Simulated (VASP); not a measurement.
Here is a VASP 6.6.1 calculation.

The input INCAR:

```
SYSTEM = CuI
PREC = Accurate ; ENCUT = 520
EDIFF = 1E-6 ; ISMEAR = 0
SIGMA = 0.05 ; LREAL = .False.
LASPH = .True. ; NELM = 100
ALGO = Normal ; ISIF = 2
LWAVE = .False. ; LCHARG = .False.
GGA = PE ; NBANDS = 16
```

Contents of KPOINTS:

```
Automatic mesh
0
Gamma
  8 8 8
  0 0 0
```

POSCAR

```
CuI
1.0
    0.0000000000      2.8527507216      3.4233008659
    2.8527507216      0.0000000000      3.4233008659
    2.8527507216      2.8527507216      0.0000000000
Cu I
1 1
Direct
    0.7500000000      0.7500000000      0.7500000000
    0.0000000000      0.0000000000      0.0000000000
```

Potentials or basis: VASP PAW PBE potentials, release 64 (Cu, I).

Launch:

```sh
$ cat potpaw_PBE.64/Cu/POTCAR potpaw_PBE.64/I/POTCAR > POTCAR
$ mpirun -np 1 vasp_std > vasp.out
```

Question: Estimate the band gap on the k mesh.

Answer: 0.96 eV.

Question: Predict the pressure.

Answer: 0.1 GPa.

Stress tensor (GPa, compression positive):
```
 1.43  0.00  0.00
 0.00  1.43  0.00
 0.00  0.00 -2.69
```

Caveat: spin-orbit coupling is left out, which moves the levels of the heavy elements.
